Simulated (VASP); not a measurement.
# BN (wurtzite type) (P6_3mc) in VASP: further runs

Runs on BN (wurtzite type). Level: PBE. Tasks: relaxation of cell and atoms, single point.

All numbers are computed with VASP 6.6.1; they aren't measurements. Logs are shortened: lines on timing, memory, paths and dates and some standing lists are left out, and cuts for length are marked.

### 1 The cell of the first run

It takes space group P6_3mc (No. 186, hexagonal). Conventional cell: a = 2.267 Å, b = 2.267 Å, c = 3.696 Å, α = 90.00°, β = 90.00°, γ = 120.00°. Within 1.9 Å of B (site symmetry 3m) lie 4 N at 1.39 Å. N (site symmetry 3m) has 4 B at 1.39 Å within 1.9 Å.

### 2 Relaxation of cell and atoms, PBE, target pressure 270 GPa, at which the enthalpy is minimised

INCAR reads:

```
ALGO = Normal
EDIFF = 1E-7
EDIFFG = -0.005
ENCUT = 600
GGA = PE
IBRION = 2
ISIF = 3
ISMEAR = -1
LASPH = True
LCHARG = False
LREAL = False
LWAVE = False
NELM = 100
NSW = 60
PREC = Accurate
PSTRESS = 2700.0
SIGMA = 0.05
```

KPOINTS reads:

```
k-points
0
Gamma
  13 13 7
```

POSCAR reads:

```
BN
1.0
    2.2674912789      0.0000000000      0.0000000000
   -1.1337456394      1.9637050504      0.0000000000
    0.0000000000      0.0000000000      3.6960107846
B N
2 2
Direct
    0.3333333333      0.6666666667      0.0000000000
    0.6666666667      0.3333333333      0.5000000000
    0.3333333333      0.6666666667      0.3760000000
    0.6666666667      0.3333333333      0.8760000000
```

Potentials or basis: VASP PAW PBE potentials, release 64 (B, N).

Launch:

```console
$ cat potpaw_PBE.64/B/POTCAR potpaw_PBE.64/N/POTCAR > POTCAR
$ mpirun -np 1 vasp_std > vasp.out
```

OUTCAR:

```text
EDIFF = 1E-7
   EDIFFG = -0.005
   ENCUT = 600
   GGA = PE
   IBRION = 2
   ISIF = 3
   ISMEAR = -1
   LASPH = True
   LREAL = False
   NELM = 100
   NSW = 60
   PREC = Accurate
   PSTRESS = 2700.0

 ion  position               nearest neighbor table
   1  0.333  0.667  0.000-   4 1.39   4 1.39   4 1.39   3 1.39
   2  0.667  0.333  0.500-   3 1.39   3 1.39   3 1.39   4 1.39
   3  0.333  0.667  0.376-   2 1.39   2 1.39   2 1.39   1 1.39
   4  0.667  0.333  0.876-   1 1.39   1 1.39   1 1.39   2 1.39

  LATTYP: Found a hexagonal cell.
 ALAT       =     2.2674912789
 C/A-ratio  =     1.6300000000

  Lattice vectors:

 A1 = (   2.2674912789,   0.0000000000,   0.0000000000)
 A2 = (  -1.1337456394,   1.9637050504,   0.0000000000)
 A3 = (   0.0000000000,   0.0000000000,   3.6960107846)

Analysis of symmetry for initial positions (statically):
=====================================================================
 Subroutine PRICEL returns:
 Original cell was already a primitive cell.

 Routine SETGRP: Setting up the symmetry group for a
 hexagonal supercell.

 Subroutine GETGRP returns: Found 12 space group operations
 (whereof  6 operations were pure point group operations)
 out of a pool of 24 trial point group operations.

The static configuration has the point symmetry C_3v.
 The point group associated with its full space group is C_6v.

Analysis of symmetry for dynamics (positions and initial velocities):
=====================================================================
 Subroutine PRICEL returns:
 Original cell was already a primitive cell.

 Routine SETGRP: Setting up the symmetry group for a
 hexagonal supercell.

 Subroutine GETGRP returns: Found 12 space group operations
 (whereof  6 operations were pure point group operations)
 out of a pool of 24 trial point group operations.

The dynamic configuration has the point symmetry C_3v.
 The point group associated with its full space group is C_6v.

 Subroutine INISYM returns: Found 12 space group operations
 (whereof  6 operations are pure point group operations),
 and found     1 'primitive' translations

----------------------------------------------------------------------------------------

                                     Primitive cell

  volume of cell :      16.4572

  direct lattice vectors                    reciprocal lattice vectors
[... 101 lines left out ...]
   PSTRESS= 2700.0 pullay stress
   NELECT =      16.0000    total number of electrons
   NUPDOWN=      -1.0000    fix difference up-down
   EMIN   =  10.00;   EMAX   =-10.00  energy-range for DOS
   EFERMI =   0.00;   METHOD = LEGACY
   ISMEAR =    -1;   SIGMA  =   0.05  broadening in eV -4-tet -1-fermi 0-gaus
   EFERMI_NEDOS =   21; number of points for ismear=-14 and -15
   IALGO  =     38    algorithm
   IMIX   =      4    mixing-type and parameters
     AMIX     =   0.40;   BMIX     =  1.00
     AMIX_MAG =   1.60;   BMIX_MAG =  1.00
  volume/ion in A,a.u.               =       4.11        27.76
  Fermi-wavevector in a.u.,A,eV,Ry     =   1.621797  3.064752 35.786384  2.630225
  Thomas-Fermi vector in A             =   2.715514
   LORBIT       =      0    0 simple, 1 ext, 2 COOP (PROOUT), +10 PAW based schemes
   GGA     = PE    functional components
   LHFCALC =     F    Hartree Fock is set to
   AEXX    =    0.0000 exact exchange contribution
   IVDW    =     0    specifies the selected vdW correction
   LEPSILON=     F    determine dielectric tensor
   LRPA    =     F    only Hartree local field effects (RPA)
 conjugate gradient relaxation of ions
 non-spin polarized calculation
  energy-cutoff  :      600.00
  volume of cell :       16.46
 maximum number of plane-waves:       566
 NGX is ok and might be reduce to    18
   NGX =  9   NGY =  9   NGZ = 15

--------------------------------------- Ionic step        1  -------------------------------------------

 number of electron      15.9999998 magnetization

 Free energy of the ion-electron system (eV)
  ---------------------------------------------------
  ext. energy  EPLUGINS =         0.00000000
  ---------------------------------------------------
  free energy    TOTEN  =       -30.06128852 eV

  energy without entropy =      -30.06128852  energy(sigma->0) =      -30.06128852

------------------------ aborting loop because EDIFF is reached ----------------------------------------

  FORCE on cell =-STRESS in cart. coord.  units (eV):
  Direction    XX          YY          ZZ          XY          YZ          ZX
  --------------------------------------------------------------------------------------
  -------------------------------------------------------------------------------------
  Total       26.8129536     26.8129536     30.3137310      0.0000000      0.0000000     -0.0000000
  in kB     2610.3583268   2610.3583268   2951.1743112      0.0000001      0.0000000     -0.0000000
  external PRESSURE =      23.9636550 kB  Pullay stress =    2700.0000000 kB
[... 227 lines left out ...]
--------------------------------------- Ionic step        7  -------------------------------------------

 number of electron      15.9999998 magnetization

 Free energy of the ion-electron system (eV)
  ---------------------------------------------------
  ext. energy  EPLUGINS =         0.00000000
  ---------------------------------------------------
  free energy    TOTEN  =       -30.12748580 eV

  energy without entropy =      -30.12748580  energy(sigma->0) =      -30.12748580

 E-fermi :  13.8336     XC(G=0): -14.6825

 val. band max:       12.8856953702   @ k =   0.0000   0.0000   0.0000
 cond. band min:      17.0613343000   @ k =   0.3077   0.3077   0.0000
 fundamental gap:      4.1756389298
 Fermi energy:        13.8335940914

 k-point     1 :       0.0000    0.0000    0.0000
  band No.  band energies     occupation
      1     -12.4191      2.00000
      2      -6.4984      2.00000
      3      -2.1003      2.00000
      4       9.8535      2.00000
      5       9.8535      2.00000
      6      12.1992      2.00000
      7      12.8857      2.00000
      8      12.8857      2.00000
      9      22.6609      0.00000
     10      22.6609      0.00000
     11      23.1911      0.00000
     12      27.4028      0.00000
[... 331 lines left out ...]
 k-point    24 :       0.1538    0.0000    0.1429
  band No.  band energies     occupation
      1     -11.5920      2.00000
      2      -6.6831      2.00000
      3      -0.4746      2.00000
      4       7.3468      2.00000
      5       8.7444      2.00000
      6      10.3110      2.00000
      7      11.0616      2.00000
      8      11.9109      2.00000
      9      22.2435      0.00000
     10      24.1568      0.00000
     11      24.2225      0.00000
     12      27.1727      0.00000

 [... further k-points ...]
[... 5 lines left out ...]
  --------------------------------------------------------------------------------------
  -------------------------------------------------------------------------------------
  Total       27.7802287     27.7802287     27.7544479      0.0000000      0.0000000      0.0000000
  in kB     2700.7697140   2700.7697140   2698.2633258      0.0000001      0.0000000      0.0000000
  external PRESSURE =      -0.0657487 kB  Pullay stress =    2700.0000000 kB
[... 23 lines left out ...]
  energy  without entropy=      -30.1274858012  energy(sigma->0) =      -30.12748580

  enthalpy is  TOTEN    =        -2.3551743711 eV   P V=       27.7723114301

 reached required accuracy - stopping structural energy minimisation
```

OSZICAR:

```text
N       E                     dE             d eps       ncg     rms          rms(c)
DAV:   1     0.747449205531E+02    0.74745E+02   -0.10030E+04  2016   0.151E+03
DAV:   2    -0.307147318776E+02   -0.10546E+03   -0.98183E+02  2724   0.366E+02
DAV:   3    -0.336182575232E+02   -0.29035E+01   -0.28923E+01  2652   0.577E+01
[... 57 lines left out ...]
DAV:   2    -0.301274966121E+02    0.54545E-04   -0.11945E-04  2524   0.127E-01    0.277E-02
DAV:   3    -0.301274871217E+02    0.94904E-05   -0.34649E-05  2432   0.569E-02    0.703E-03
DAV:   4    -0.301274863153E+02    0.80641E-06   -0.17367E-06  2464   0.149E-02    0.363E-03
DAV:   5    -0.301274858455E+02    0.46979E-06   -0.27028E-07  1984   0.555E-03    0.132E-03
DAV:   6    -0.301274858013E+02    0.44277E-07   -0.19839E-08  1128   0.195E-03
   7 F= -.23551744E+01 E0= -.23551744E+01  d E =-.309813E-04
```

CONTCAR:

```text
BN
   1.00000000000000
     2.2533069413444498    0.0000000000201955   -0.0000000000000000
    -1.1266534706050482    1.9514210537399097    0.0000000000000000
    -0.0000000000000000   -0.0000000000000000    3.7478957661346519
  B               N
     2     2
Direct
     0.3333333332999970    0.6666666667000030    0.0020788996548598
     0.6666666667000030    0.3333333332999970    0.5020788996548600
     0.3333333332999970    0.6666666667000030    0.3739211003451378
     0.6666666667000030    0.3333333332999970    0.8739211003451377

  0.00000000E+00  0.00000000E+00  0.00000000E+00
  0.00000000E+00  0.00000000E+00  0.00000000E+00
  0.00000000E+00  0.00000000E+00  0.00000000E+00
  0.00000000E+00  0.00000000E+00  0.00000000E+00
```

Run time: 52 s. Hardware: 1 thread of Intel Xeon Platinum 8488C (Sapphire Rapids), shared host; peak memory 0.13 GiB.

What came out:

```yaml
Free_energy: -30.1275 eV
Relaxed_volume: 4.12 Å³/atom
Relaxed_cell: a = 2.253 Å, b = 2.253 Å, c = 3.748 Å, α = 90.00°, β = 90.00°, γ = 120.00°
Space_group_after_relaxing_to_0.05_Å: P6_3mc (No. 186)
Energy_change_on_relaxing_the_enthalpy_is_what_falls: -16.5 meV/atom
Ionic_steps: 7
Pressure_after_relaxing: 270.0 GPa
Band_gap_on_the_k_mesh: 4.18 eV, indirect (least direct gap 9.78 eV)
```

Stress tensor (GPa, compression positive):
```
270.08   0.00   0.00
  0.00 270.08   0.00
  0.00   0.00 269.83
```

The path:
| step | energy change (eV) | largest force (eV/Å) | pressure (GPa) | volume (Å³) |
| --- | --- | --- | --- | --- |
| 1 | 0.0000 | 0.2499 | 272.40 | 16.46 |
| 2 | -0.2246 | 0.1107 | 261.35 | 16.59 |
| 3 | -0.1400 | 0.1868 | 266.85 | 16.52 |
| 4 | 0.1405 | 0.8234 | 278.28 | 16.37 |
| 5 | -0.0832 | 0.0193 | 269.25 | 16.49 |
| 6 | -0.0226 | 0.0560 | 271.91 | 16.45 |
| 7 | -0.0662 | 0.0017 | 269.99 | 16.48 |

Final structure:
```
B N
1.0
     2.25331    0.00000    0.00000
    -1.12665    1.95142    0.00000
     0.00000    0.00000    3.74790
B N
2 2
Direct
  0.33333 0.66667 0.00208
  0.66667 0.33333 0.50208
  0.33333 0.66667 0.37392
  0.66667 0.33333 0.87392
```

Levels at points of the mesh, in eV from the valence-band top:
| k point | band 5 | band 6 | band 7 | band 8 | band 9 | band 10 | band 11 | band 12 |
| --- | --- | --- | --- | --- | --- | --- | --- | --- |
| (0.00, 0.00, 0.00) | -3.03 | -0.69 | 0.00 | 0.00 | 9.78 | 9.78 | 10.31 | 14.52 |

Caveat: the cell is relaxed towards a set pressure, so the enthalpy falls and the energy may rise. As with any semilocal functional, this PBE gap is likely too small.

### 3 Single point, PBE

INCAR reads:

```
  ALGO = Normal
  EDIFF = 1E-6
  ENCUT = 520
  GGA = PE
  ISIF = 2
  ISMEAR = -1
  LASPH = True
  LCHARG = True
  LELF = True
  LREAL = False
  LVHAR = True
  LWAVE = False
  NBANDS = 16
  NELM = 60
  PREC = Accurate
  SIGMA = 0.05
```

KPOINTS is that of step 2.

POSCAR reads:

```
BN
1.0
    2.2524852193      0.0000000000      0.0000000000
   -1.1262426096      1.9507094216      0.0000000000
    0.0000000000      0.0000000000      3.7459041433
B N
2 2
Direct
    0.3333333333      0.6666666667      0.0020641808
    0.6666666667      0.3333333333      0.5020641808
    0.3333333333      0.6666666667      0.3739358192
    0.6666666667      0.3333333333      0.8739358192
```

Potentials or basis: VASP PAW PBE potentials, release 64 (B, N).

Launch:

```console
$ cat potpaw_PBE.64/B/POTCAR potpaw_PBE.64/N/POTCAR > POTCAR
$ mpirun -np 1 vasp_std > vasp.out
```

It took 15 s on 1 thread of Intel Xeon Platinum 8375C at 2.90GHz (Ice Lake), shared host; peak memory 0.13 GiB.

It converged, with:

* Free energy: -30.0851 eV
* Pressure: 271.6 GPa
* Largest force: 0.004 eV/Å
* Band gap on the k mesh: 4.17 eV, indirect (least direct gap 9.78 eV)

Forces in eV/Å, atoms in the order of the input:
```
B    0.000  0.000  0.004
B    0.000  0.000  0.004
N    0.000  0.000 -0.004
N    0.000  0.000 -0.004
```

Levels at points of the mesh, in eV from the valence-band top:
```tsv
k point	band 4	band 5	band 6	band 7	band 8	band 9	band 10	band 11	band 12	band 13
(0.00, 0.00, 0.00)	-3.04	-3.04	-0.69	0.00	0.00	9.78	9.78	10.32	14.53	14.76
```

A k mesh can miss the band edges.
